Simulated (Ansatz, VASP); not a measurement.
Two plane-wave programs on Ru

The input INCAR:

```
AGGAC = 1.0
AGGAX = 1.0
ALDAC = 0.0
ALDAX = 1.0
ALGO = Normal
EDIFF = 1E-7
EDIFFG = -0.01
ENCUT = 600
GGA = B5
IBRION = 2
ISIF = 3
ISMEAR = -1
LASPH = T
LCHARG = F
LREAL = F
LWAVE = F
NELM = 60
NSW = 60
PREC = Accurate
SIGMA = 0.05
```

The input KPOINTS:

```
k-points
0
Gamma
  11 11 6
```

Contents of POSCAR:

```
Ru
1.0
    2.7058000000      0.0000000000      0.0000000000
   -1.3529000000      2.3432915376      0.0000000000
    0.0000000000      0.0000000000      4.2819000000
Ru
2
Direct
    0.6666666667      0.3333333333      0.7500000000
    0.3333333333      0.6666666667      0.2500000000
```

Contents of input.yaml:

```yaml
crystal:
  lattice:
    - [2.7058, 0.0, 0.0]
    - [-1.3529, 2.3432915376, 0.0]
    - [0.0, 0.0, 4.2819]
  atoms:
    - { symbol: Ru, position: [0.6666666667, 0.3333333333, 0.75] }
    - { symbol: Ru, position: [0.3333333333, 0.6666666667, 0.25] }
hamiltonian:
  xc: blyp
  pseudopotentials: { kind: paw }
kpoints:
  mp_grid: { grid: [11, 11, 6] }
scf:
  occupations: { method: fermi_dirac, width: 0.05 }
output:
  forces: true
  stress: true
  write_density: true
  write_potential: true
  elf: true
  volumetric_format: npy
relax:
  f_tol: 0.01
  max_steps: 40
  cell: { stress_tol: 0.05 }
```

Alike in both runs: task relaxation of cell and atoms; functional BLYP; k mesh 11 × 11 × 6; occupations fermi-dirac, width 0.05 eV; no spin polarisation.

|  | VASP | Ansatz |
| --- | --- | --- |
| version | VASP 6.6.1 | Ansatz 0.2.0 |
| potentials or method | VASP PAW PBE potentials, release 64 (Ru_pv) | Ansatz PAW |
| plane-wave cutoff (eV) | 600 | 420 |
| valence electrons in the cell | 28 | 32 |

|  | VASP | Ansatz | Ansatz less VASP |
| --- | --- | --- | --- |
| gap on the k mesh at the Fermi level, each at its own relaxed structure (eV) | none | none | - |
| relaxed volume (Å³/atom) | 14.45 | 14.42 | -0.035 |
| relaxed cell length with the largest relative difference (Å) | 4.364 | 4.360 | -0.0040 |

VASP's potentials were made for PBE, not for BLYP. A gap of «none» marks a metal or a gap that the smearing closes. VASP's potentials hold 28 valence electrons a cell and Ansatz's 32, so a difference there can come from the potentials and not from the codes.

Noted on Ansatz's run: the plane-wave basis is chosen anew once the cell has moved, so the energies of steps on either side of that aren't comparable.
